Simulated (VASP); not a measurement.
# SnO (Cmce) in VASP: settings compared, part 2 of 2

VASP 6.6.1. The steps go on from the part before.

**4. Single point, PBEsol**

The input, INCAR:

```
SYSTEM = SnO
PREC     = Accurate       ! precision mode
ENCUT    = 520            ! plane-wave cutoff, eV
EDIFF    = 1E-6           ! SCF threshold, eV
ISMEAR   = 0              ! smearing method
SIGMA    = 0.02           ! smearing width, eV
LREAL    = .False.        ! projectors in reciprocal space
LASPH    = .True.         ! aspherical terms in the spheres
NELM     = 80             ! most SCF steps
ALGO     = Normal         ! electronic algorithm
ISIF     = 2              ! what is computed and relaxed
LWAVE    = .False.        ! write WAVECAR
LCHARG   = .False.        ! write CHGCAR
GGA      = PS             ! functional
NBANDS   = 50             ! bands
```

The input, KPOINTS:

```
Automatic mesh
0
Gamma
  10 10 4
  0 0 0
```

The input, POSCAR:

```
SnO
1.0
    2.7369120000     -2.7377960000      0.0000000000
    2.7369120000      2.7377960000      0.0000000000
    0.0000000000      0.0000000000     10.2219600000
Sn O
4 4
Direct
    0.7365470000      0.2634530000      0.8638580000
    0.2634530000      0.7365470000      0.1361420000
    0.7634530000      0.2365470000      0.3638580000
    0.2365470000      0.7634530000      0.6361420000
    0.2619440000      0.2380560000      0.2500000000
    0.7380560000      0.7619440000      0.7500000000
    0.2380560000      0.2619440000      0.7500000000
    0.7619440000      0.7380560000      0.2500000000
```

Potentials or basis: VASP PAW PBE potentials, release 64 (Sn_d, O).

On the command line:

```console
cat potpaw_PBE.64/Sn_d/POTCAR potpaw_PBE.64/O/POTCAR > POTCAR
mpirun -np 1 vasp_std > vasp.out
```

OUTCAR:

```text
SYSTEM = SnO
   PREC = Accurate
   ENCUT = 520
   EDIFF = 1E-6
   ISMEAR = 0
   LREAL = .False.
   LASPH = .True.
   NELM = 80
   ISIF = 2
   GGA = PS

 ion  position               nearest neighbor table
   1  0.737  0.263  0.864-   6 2.25   7 2.25   7 2.26   6 2.26   4 3.59   4 3.59   4 3.59   4 3.59

   2  0.263  0.737  0.136-   5 2.25   8 2.25   5 2.26   8 2.26   3 3.59   3 3.59   3 3.59   3 3.59

   3  0.763  0.237  0.364-   5 2.25   8 2.25   8 2.26   5 2.26   2 3.59   2 3.59   2 3.59   2 3.59

   4  0.237  0.763  0.636-   6 2.25   7 2.25   6 2.26   7 2.26   1 3.59   1 3.59   1 3.59   1 3.59

[... 1493 lines left out ...]
  in kB      -41.0414933    -41.0036678    -34.0553387      0.0000000      0.0000000      0.0000000
  external PRESSURE =     -38.7001666 kB  Pullay stress =       0.0000000 kB

 VOLUME and BASIS-vectors are now :
 -----------------------------------------------------------------------------
  energy-cutoff  :      520.00
  volume of cell :      153.19
      direct lattice vectors                 reciprocal lattice vectors
     2.736912000 -2.737796000  0.000000000     0.182687642 -0.182628655  0.000000000
     2.736912000  2.737796000  0.000000000     0.182687642  0.182628655  0.000000000
     0.000000000  0.000000000 10.221960000     0.000000000  0.000000000  0.097828596

 POSITION                                       TOTAL-FORCE (eV/Angst)
 -----------------------------------------------------------------------------------
      2.73691     -1.29523      8.83032         0.000000     -0.043575     -0.305221
      2.73691      1.29523      1.39164         0.000000      0.043575      0.305221
      2.73691     -1.44256      3.71934         0.000000      0.043575     -0.305221
      2.73691      1.44256      6.50262         0.000000     -0.043575      0.305221
      1.36846     -0.06540      2.55549         0.000000     -0.000008      0.000000
      4.10537      0.06540      7.66647         0.000000      0.000008      0.000000
      1.36846      0.06540      7.66647         0.000000      0.000008      0.000000
      4.10537     -0.06540      2.55549         0.000000     -0.000008      0.000000
 -----------------------------------------------------------------------------------
    total drift:                                0.000000     -0.000000      0.000000

  FREE ENERGIE OF THE ION-ELECTRON SYSTEM (eV)
  ---------------------------------------------------
  free  energy   TOTEN  =       -48.2826334625 eV

  energy  without entropy=      -48.2826334625  energy(sigma->0) =      -48.28263346
```

OSZICAR:

```text
N       E                     dE             d eps       ncg     rms          rms(c)
DAV:   1     0.105157083030E+04    0.10516E+04   -0.38039E+04 10054   0.238E+03
DAV:   2     0.162717460241E+03   -0.88885E+03   -0.85016E+03  9500   0.682E+02
DAV:   3    -0.371262016336E+02   -0.19984E+03   -0.19050E+03 10752   0.247E+02
DAV:   4    -0.543656340515E+02   -0.17239E+02   -0.16957E+02 10880   0.755E+01
DAV:   5    -0.550180082440E+02   -0.65237E+00   -0.65054E+00 10768   0.151E+01    0.152E+01
DAV:   6    -0.483355633052E+02    0.66824E+01   -0.27890E+01 14624   0.489E+01    0.671E+00
DAV:   7    -0.483636995379E+02   -0.28136E-01   -0.44350E+00 10306   0.921E+00    0.374E+00
DAV:   8    -0.483186586597E+02    0.45041E-01   -0.95821E-01 14120   0.498E+00    0.132E+00
DAV:   9    -0.482803369681E+02    0.38322E-01   -0.15140E-01 14392   0.344E+00    0.373E-01
DAV:  10    -0.482846811588E+02   -0.43442E-02   -0.24826E-02 12902   0.131E+00    0.339E-01
DAV:  11    -0.482824979719E+02    0.21832E-02   -0.65421E-03 13522   0.673E-01    0.578E-02
DAV:  12    -0.482826511126E+02   -0.15314E-03   -0.18812E-03 10750   0.185E-01    0.562E-02
DAV:  13    -0.482826403115E+02    0.10801E-04   -0.76113E-05 12240   0.696E-02    0.337E-02
DAV:  14    -0.482826359964E+02    0.43151E-05   -0.89360E-06  9816   0.143E-02    0.166E-02
DAV:  15    -0.482826333525E+02    0.26438E-05   -0.52701E-06  8832   0.131E-02    0.375E-03
DAV:  16    -0.482826334625E+02   -0.10992E-06   -0.72781E-07  5956   0.513E-03
   1 F= -.48282633E+02 E0= -.48282633E+02  d E =-.396916E-11
```

Run time: 12 min. Hardware: 1 thread of Intel Xeon Platinum 8259CL at 2.50GHz (Skylake/Cascade Lake), shared host; peak memory 0.61 GiB.

Results:

```yaml
Free_energy: -48.2826 eV
Pressure: -3.9 GPa
Largest_force: 0.308 eV/Å
Band_gap_on_the_k_mesh: 0.50 eV
```

Forces on the atoms (eV/Å):
```
Sn   0.000 -0.044 -0.305
Sn   0.000  0.044  0.305
Sn   0.000  0.044 -0.305
Sn   0.000 -0.044  0.305
O    0.000  0.000  0.000
O    0.000  0.000  0.000
O    0.000  0.000  0.000
O    0.000  0.000  0.000
```

Caveat: the PAW data sets were made with another functional, which shifts forces and pressure a little; spin-orbit coupling is left out, which moves the levels of the heavy elements. A k mesh can miss the band edges.

**5. Overview**

| level | potentials or basis | gap on the mesh (eV) | pressure (GPa) | largest force (eV/Å) |
| --- | --- | --- | --- | --- |
| PBE | VASP PAW PBE potentials, release 64 (Sn_d, O) | 0.54 | -0.2 | 0.05 |
| LDA | VASP PAW LDA potentials, release 64 (Sn_d, O) | 0.56 | -6.3 | 0.59 |
| PBEsol | VASP PAW PBE potentials, release 64 (Sn_d, O) | 0.50 | -3.9 | 0.31 |

Alike in all rows: task single point; no spin polarisation; cell as given; k mesh 10 × 10 × 4; cutoff (eV) 520; smearing gaussian 0.02 eV.

Caveats: spin-orbit coupling is left out, which moves the levels of the heavy elements; the PAW data sets were made with another functional, which shifts forces and pressure a little (some runs).

Total energies depend on the potentials used, so only differences within one code and one set of settings carry meaning.
